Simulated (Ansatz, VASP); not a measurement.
## CsWS3: VASP beside Ansatz

```
Cs W S
1.0
     7.48469    0.00000    0.00000
    -3.74234    6.48193    0.00000
     0.00000    0.00000    5.80605
Cs W S
2 2 6
Direct
  0.33333 0.66667 0.75000
  0.66667 0.33333 0.25000
  0.00000 0.00000 0.00000
  0.00000 0.00000 0.50000
  0.85026 0.70052 0.75000
  0.29948 0.14974 0.75000
  0.85026 0.14974 0.75000
  0.14974 0.29948 0.25000
  0.70052 0.85026 0.25000
  0.14974 0.85026 0.25000
```

Alike in both runs: functional PBE; k mesh 3 × 3 × 4; occupations gaussian, width 0.1 eV; collinear spin.

Ansatz relaxed the structure, and its values are those at the end. VASP's run is a single point on that final structure, the one shown.

|  | VASP | Ansatz |
| --- | --- | --- |
| version | VASP 6.6.1 | Ansatz 0.2.0 |
| potentials or method | VASP PAW PBE potentials, release 64 (Cs_sv, W_sv, S), cutoff 520 eV | scalar-relativistic, plane waves, PAW |
| valence electrons in the cell | 82 | 82 |

VASP gave:

| Item | Value |
| --- | --- |
| gap on the k mesh at the Fermi level (eV) | none |
| pressure (GPa) | 0.0 |
| rms of the force components (eV/Å) | 0.009 |
| net moment per atom (μB) | 0.05 |
| size of the moment on the site where the two differ most (μB) | 0.27 |

**Question.** What did Ansatz give for the same quantities?

**Answer.** gap on the k mesh at the Fermi level (eV): none; pressure (GPa): 0.0; rms of the force components (eV/Å): 0.010; net moment per atom (μB): 0.05; size of the moment on the site where the two differ most (μB): 0.21.

Site moments also hang on the region over which each program counts them. A gap of «none» marks a metal or a gap that the smearing closes. Ansatz's warnings: no starting moments.

Spin-orbit coupling is off throughout.
